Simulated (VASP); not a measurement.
# GaN (Fm-3m) in VASP: further runs

Aim: see how the results for GaN move with the level of theory and the settings. Levels: PBE, PBEsol, LDA, r2SCAN, HSE06. Tasks: relaxation of cell and atoms, single point.

All numbers are computed with VASP 6.6.1; they aren't measurements. Logs are shortened: lines on timing, memory, paths and dates and some standing lists are left out, and cuts for length are marked.

## 1. The cell of the first run

Symmetry: Fm-3m, No. 225, cubic system. Conventional cell: a = 3.893 Å, b = 3.893 Å, c = 3.893 Å, α = 90.00°, β = 90.00°, γ = 90.00°. Within 2.6 Å of Ga (site symmetry m-3m) lie 6 N at 1.95 Å. N (site symmetry m-3m) has 6 Ga at 1.95 Å within 2.6 Å.

## 2. Relaxation of cell and atoms, PBE

Input file INCAR:

```
ALGO = Normal ; EDIFF = 1E-7
EDIFFG = -0.005 ; ENCUT = 600
GGA = PE ; IBRION = 2
ISIF = 3 ; ISMEAR = -1
LASPH = T ; LCHARG = F
LREAL = F ; LWAVE = F
NELM = 80 ; NSW = 80
PREC = Accurate ; SIGMA = 0.02
```

Input file KPOINTS:

```
k-points
0
Gamma
  10 10 10
```

Input file POSCAR:

```
GaN
1.0
    0.0000000000      1.9466510000      1.9466510000
    1.9466510000      0.0000000000      1.9466510000
    1.9466510000      1.9466510000      0.0000000000
Ga N
1 1
Direct
    0.0000000000      0.0000000000      0.0000000000
    0.5000000000      0.5000000000      0.5000000000
```

Potentials or basis: VASP PAW PBE potentials, release 64 (Ga_d, N).

On the command line:

```
cat potpaw_PBE.64/Ga_d/POTCAR potpaw_PBE.64/N/POTCAR > POTCAR
mpirun -np 1 vasp_std > vasp.out
```

OUTCAR:

```text
EDIFF = 1E-7
   EDIFFG = -0.005
   ENCUT = 600
   GGA = PE
   IBRION = 2
   ISIF = 3
   ISMEAR = -1
   LASPH = T
   LREAL = F
   NELM = 80
   NSW = 80
   PREC = Accurate

 ion  position               nearest neighbor table
   1  0.000  0.000  0.000-   2 1.95   2 1.95   2 1.95   2 1.95   2 1.95   2 1.95
   2  0.500  0.500  0.500-   1 1.95   1 1.95   1 1.95   1 1.95   1 1.95   1 1.95

  LATTYP: Found a face centered cubic cell.
 ALAT       =     3.8933020000

  Lattice vectors:

 A1 = (   0.0000000000,   1.9466510000,   1.9466510000)
 A2 = (   1.9466510000,   0.0000000000,   1.9466510000)
 A3 = (   1.9466510000,   1.9466510000,   0.0000000000)

Analysis of symmetry for initial positions (statically):
=====================================================================
 Subroutine PRICEL returns:
 Original cell was already a primitive cell.

 Routine SETGRP: Setting up the symmetry group for a
 face centered cubic supercell.

 Subroutine GETGRP returns: Found 48 space group operations
 (whereof 48 operations were pure point group operations)
 out of a pool of 48 trial point group operations.

The static configuration has the point symmetry O_h .

Analysis of symmetry for dynamics (positions and initial velocities):
=====================================================================
 Subroutine PRICEL returns:
 Original cell was already a primitive cell.

 Routine SETGRP: Setting up the symmetry group for a
 face centered cubic supercell.

 Subroutine GETGRP returns: Found 48 space group operations
 (whereof 48 operations were pure point group operations)
 out of a pool of 48 trial point group operations.

The dynamic configuration has the point symmetry O_h .

 Subroutine INISYM returns: Found 48 space group operations
 (whereof 48 operations are pure point group operations),
 and found     1 'primitive' translations

----------------------------------------------------------------------------------------

                                     Primitive cell

  volume of cell :      14.7535

  direct lattice vectors                    reciprocal lattice vectors
     0.000000000  1.946651000  1.946651000    -0.256851382  0.256851382  0.256851382
     1.946651000  0.000000000  1.946651000     0.256851382 -0.256851382  0.256851382
     1.946651000  1.946651000  0.000000000     0.256851382  0.256851382 -0.256851382

  length of vectors
     2.752980245  2.752980245  2.752980245     0.444879644  0.444879644  0.444879644

  position of ions in fractional coordinates (direct lattice)
     0.000000000  0.000000000  0.000000000
     0.500000000  0.500000000  0.500000000

  ion indices of the primitive-cell ions
   primitive index   ion index
                 1           1
                 2           2

----------------------------------------------------------------------------------------

 KPOINTS: k-points

Automatic generation of k-mesh.
 Grid dimensions read from file:
 generate k-points for:   10   10   10

 Generating k-lattice:

  Cartesian coordinates                     Fractional coordinates (reciprocal lattice)
    -0.025685138  0.025685138  0.025685138     0.100000000  0.000000000  0.000000000
     0.025685138 -0.025685138  0.025685138     0.000000000  0.100000000  0.000000000
     0.025685138  0.025685138 -0.025685138     0.000000000  0.000000000  0.100000000

  Length of vectors
     0.044487964  0.044487964  0.044487964

  Shift w.r.t. Gamma in fractional coordinates (k-lattice)
     0.000000000  0.000000000  0.000000000

 Subroutine IBZKPT returns following result:
 ===========================================

 Found     47 irreducible k-points:

 Following reciprocal coordinates:
            Coordinates               Weight
  0.000000  0.000000  0.000000      1.000000
  0.100000  0.000000  0.000000      8.000000
  0.200000  0.000000  0.000000      8.000000
  0.300000  0.000000  0.000000      8.000000
  0.400000  0.000000  0.000000      8.000000
  0.500000  0.000000  0.000000      4.000000
[... 16 lines left out ...]
  0.300000  0.300000  0.000000      6.000000
  0.400000  0.300000  0.000000     24.000000
 [... further k-points ...]
   k-points           NKPTS =     47   k-points in BZ     NKDIM =     47   number of bands    NBANDS=     13
   number of dos      NEDOS =    301   number of ions     NIONS =      2
   total plane-waves  NPLWV =  13824
   dimension x,y,z NGX =    24 NGY =   24 NGZ =   24
   dimension x,y,z NGXF=    48 NGYF=   48 NGZF=   48
   ions per type =               1   1
   NGX,Y,Z   is equivalent  to a cutoff of  14.49, 14.49, 14.49 a.u.
   NGXF,Y,Z  is equivalent  to a cutoff of  28.99, 28.99, 28.99 a.u.
 SYSTEM =  unknown system
   PREC   = accura    normal or accurate (medium, high low for compatibility)
   ISTART =      0    job   : 0-new  1-cont  2-samecut
   ICHARG =      2    charge: 1-file 2-atom 10-const
   ISPIN  =      1    spin polarized calculation?
   LNONCOLLINEAR =      F non collinear calculations
   LSORBIT =      F    spin-orbit coupling
   LASPH  =      T    aspherical Exc in radial PAW
   ENCUT  =  600.0 eV  44.10 Ry    6.64 a.u.   5.50  5.50  5.50*2*pi/ulx,y,z
   NELM   =     80;   NELMIN=  2; NELMDL= -5     # of ELM steps
   EDIFF  = 0.1E-06   stopping-criterion for ELM
   LREAL  =      F    real-space projection
   EDIFFG = -.5E-02   stopping-criterion for IOM
   NSW    =     80    number of steps for IOM
   IBRION =      2    ionic relax: 0-MD 1-quasi-New 2-CG
   NFREE  =      1    steps in history (QN), initial steepest desc. (CG)
   ISIF   =      3    stress and relaxation
   ISYM   =      2    0-nonsym 1-usesym 2-fastsym
   POTIM  = 0.5000    time-step for ionic-motion
   TEBEG  =    0.0;   TEEND  =   0.0 temperature during run
   PSTRESS=    0.0 pullay stress
   NELECT =      18.0000    total number of electrons
   NUPDOWN=      -1.0000    fix difference up-down
   EMIN   =  10.00;   EMAX   =-10.00  energy-range for DOS
   EFERMI =   0.00;   METHOD = LEGACY
   ISMEAR =    -1;   SIGMA  =   0.02  broadening in eV -4-tet -1-fermi 0-gaus
   EFERMI_NEDOS =   21; number of points for ismear=-14 and -15
   IALGO  =     38    algorithm
   IMIX   =      4    mixing-type and parameters
     AMIX     =   0.40;   BMIX     =  1.00
     AMIX_MAG =   1.60;   BMIX_MAG =  1.00
  volume/ion in A,a.u.               =       7.38        49.78
  Fermi-wavevector in a.u.,A,eV,Ry     =   1.749313  3.305723 41.635142  3.060097
  Thomas-Fermi vector in A             =   2.820250
   LORBIT       =      0    0 simple, 1 ext, 2 COOP (PROOUT), +10 PAW based schemes
   GGA     = PE    functional components
   LHFCALC =     F    Hartree Fock is set to
   AEXX    =    0.0000 exact exchange contribution
   IVDW    =     0    specifies the selected vdW correction
   LEPSILON=     F    determine dielectric tensor
   LRPA    =     F    only Hartree local field effects (RPA)
 conjugate gradient relaxation of ions
 non-spin polarized calculation
  energy-cutoff  :      600.00
  volume of cell :       14.75
 maximum number of plane-waves:       531
 NGX is ok and might be reduce to    24
   NGX = 11   NGY = 11   NGZ = 11

--------------------------------------- Ionic step        1  -------------------------------------------

 number of electron      18.0000003 magnetization

 Free energy of the ion-electron system (eV)
  ---------------------------------------------------
  ext. energy  EPLUGINS =         0.00000000
  ---------------------------------------------------
  free energy    TOTEN  =        -9.94488991 eV

  energy without entropy =       -9.94488991  energy(sigma->0) =       -9.94488991

 E-fermi :  11.8612     XC(G=0): -14.5532

 val. band max:       11.3763476294   @ k =  -0.2000   0.2000   0.0000
 cond. band min:      13.7224299675   @ k =   0.5000   0.5000   0.0000
 fundamental gap:      2.3460823381
 Fermi energy:        11.8611739915

 k-point     1 :       0.0000    0.0000    0.0000
  band No.  band energies     occupation
      1      -8.7390      2.00000
      2      -2.6717      2.00000
      3      -2.6717      2.00000
      4      -2.6717      2.00000
      5      -2.4925      2.00000
      6      -2.4925      2.00000
      7      10.5038      2.00000
      8      10.5038      2.00000
      9      10.5038      2.00000
     10      16.8244      0.00000
     11      27.6554      0.00000
     12      27.6554      0.00000
     13      27.6554      0.00000
[... 353 lines left out ...]
 k-point    24 :       0.4000    0.3000    0.0000
  band No.  band energies     occupation
      1      -6.0157      2.00000
      2      -2.9690      2.00000
      3      -2.4395      2.00000
      4      -2.4343      2.00000
      5      -2.2243      2.00000
      6      -1.8061      2.00000
      7       5.3527      2.00000
      8       7.7677      2.00000
      9       8.1662      2.00000
     10      15.9599      0.00000
     11      20.5553      0.00000
     12      24.1670      0.00000
     13      27.7273      0.00000

 [... further k-points ...]

------------------------ aborting loop because EDIFF is reached ----------------------------------------

  FORCE on cell =-STRESS in cart. coord.  units (eV):
  Direction    XX          YY          ZZ          XY          YZ          ZX
  --------------------------------------------------------------------------------------
  -------------------------------------------------------------------------------------
  Total       10.0604456     10.0604456     10.0604456      0.0000000      0.0000000      0.0000000
  in kB     1092.5303590   1092.5303590   1092.5303590      0.0000000      0.0000000      0.0000000
  external PRESSURE =    1092.5303590 kB  Pullay stress =       0.0000000 kB
[... 165 lines left out ...]
  energy  without entropy=      -11.2024744677  energy(sigma->0) =      -11.20247459

--------------------------------------- Ionic step        6  -------------------------------------------

 number of electron      18.0000005 magnetization

 Free energy of the ion-electron system (eV)
  ---------------------------------------------------
  ext. energy  EPLUGINS =         0.00000000
  ---------------------------------------------------
  free energy    TOTEN  =       -11.20247471 eV

  energy without entropy =      -11.20247446  energy(sigma->0) =      -11.20247459

 E-fermi :   7.6989     XC(G=0): -12.8952

 val. band max:        7.4701166471   @ k =  -0.2000   0.2000   0.0000
 cond. band min:       7.8859860411   @ k =   0.5000   0.5000   0.0000
 fundamental gap:      0.4158693940
 Fermi energy:         7.6988657027

 k-point     1 :       0.0000    0.0000    0.0000
  band No.  band energies     occupation
      1      -9.4851      2.00000
      2      -6.5064      2.00000
      3      -6.5064      2.00000
      4      -6.5064      2.00000
      5      -6.4197      2.00000
      6      -6.4197      2.00000
      7       7.0201      2.00000
      8       7.0201      2.00000
      9       7.0201      2.00000
     10       9.3658      0.00000
     11      22.0313      0.00000
     12      22.0313      0.00000
     13      22.0313      0.00000
[... 353 lines left out ...]
 k-point    24 :       0.4000    0.3000    0.0000
  band No.  band energies     occupation
      1      -7.9940      2.00000
      2      -6.6259      2.00000
      3      -6.3830      2.00000
      4      -6.3374      2.00000
      5      -6.2927      2.00000
      6      -5.2120      2.00000
      7       2.0757      2.00000
      8       4.7919      2.00000
      9       5.2011      2.00000
     10      10.0462      0.00000
     11      16.0923      0.00000
     12      17.5212      0.00000
     13      20.6071      0.00000

 [... further k-points ...]

------------------------ aborting loop because EDIFF is reached ----------------------------------------

  FORCE on cell =-STRESS in cart. coord.  units (eV):
  Direction    XX          YY          ZZ          XY          YZ          ZX
  --------------------------------------------------------------------------------------
  -------------------------------------------------------------------------------------
  Total        0.0001043      0.0001043      0.0001043      0.0000000     -0.0000000     -0.0000000
  in kB        0.0085693      0.0085693      0.0085693      0.0000000     -0.0000000     -0.0000000
  external PRESSURE =       0.0085693 kB  Pullay stress =       0.0000000 kB
[... 17 lines left out ...]
  FREE ENERGIE OF THE ION-ELECTRON SYSTEM (eV)
  ---------------------------------------------------
  free  energy   TOTEN  =       -11.2024747075 eV

  energy  without entropy=      -11.2024744640  energy(sigma->0) =      -11.20247459

 reached required accuracy - stopping structural energy minimisation
```

Wall time 2 min (1 thread of Intel Xeon 8259CL, shared host); peak memory 0.15 GiB.

What came out:

```
Free energy                           : -11.2025 eV
Relaxed volume                        : 9.75 Å³/atom
Relaxed cell                          : a = 3.021 Å, b = 3.021 Å, c = 3.021 Å, α = 60.00°, β = 60.00°, γ = 60.00°
Space group after relaxing (to 0.1 Å) : Fm-3m (No. 225)
Energy gained by relaxing             : 628.8 meV/atom
Ionic steps                           : 6
Pressure after relaxing               : 0.0 GPa
Band gap on the k mesh                : 0.42 eV (least direct gap 2.35 eV)
```

Step by step:
```csv
step,energy change (eV),largest force (eV/Å),pressure (GPa),volume (Å³)
1,0.0000,0.0000,109.25,14.75
2,0.0431,0.0000,-33.65,28.31
3,-1.2519,0.0000,-4.26,19.92
4,-1.2570,0.0000,-1.41,19.64
5,-1.2576,0.0000,0.18,19.50
6,-1.2576,0.0000,0.00,19.50
```

Final structure:
```
Ga N
1.0
     0.00000    2.13639    2.13639
     2.13639    0.00000    2.13639
     2.13639    2.13639    0.00000
Ga N
1 1
Direct
  0.00000 0.00000 0.00000
  0.50000 0.50000 0.50000
```

Caveat: the volume moved by over 15 % at a fixed basis, so the end points are rough; the structure was generated, so it needn't be the stable form of GaN.

(Part 1 of 3 ends here.)
